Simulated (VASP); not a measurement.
Write the native input for VASP 6.6.1 that does the following.

| Item | Value |
| --- | --- |
| Task | single point |
| Functional | LDA |
| Potentials or basis | VASP PAW LDA potentials, release 64 (Pd) |
| Cutoff | 520 eV |
| k mesh | 18 × 18 × 18 |
| Occupations | fermi-dirac, width 0.05 eV |
| Spin | no spin polarisation |
| Dipole correction | no |
| Further INCAR settings | ALGO = Normal; EDIFF = 1e-07; NBANDS = 11 |

The structure of Pd lies in POSCAR:

```
Pd
1.0
   -0.0583470000      1.9157265000      1.9157265000
    1.9157265000     -0.0583470000      1.9157265000
    1.9157265000      1.9157265000     -0.0583470000
Pd
1
Direct
    0.0000000000      0.0000000000      0.0000000000
```

This cell differs from its parent crystal: equal xy, yz and zx shear strains of -3 %.

The input as run:

INCAR

```
PREC = Accurate ; ENCUT = 520
EDIFF = 1E-7 ; ISMEAR = -1
SIGMA = 0.05 ; LREAL = F
LASPH = T ; NELM = 80
ALGO = Normal ; ISIF = 2
LWAVE = F ; LCHARG = F
NBANDS = 11
```

KPOINTS

```
Automatic mesh
0
Gamma
  18 18 18
```

Potentials or basis: VASP PAW LDA potentials, release 64 (Pd).

Launch:

```bash
$ cat potpaw_LDA.64/Pd/POTCAR > POTCAR
$ mpirun -np 1 vasp_std > vasp.out
```

Results of the run:

```yaml
Pressure: -7.3 GPa
Band_gap_on_the_k_mesh: zero (bands 5 and 6 overlap by 1.75 eV)
```

Caveat: the cell differs from its parent crystal (equal xy, yz and zx shear strains of -3 %); the cell stands under tension.

It took 73 s on 1 thread of Intel Xeon 8259CL, with other jobs on the host, peak memory 0.2 GiB.
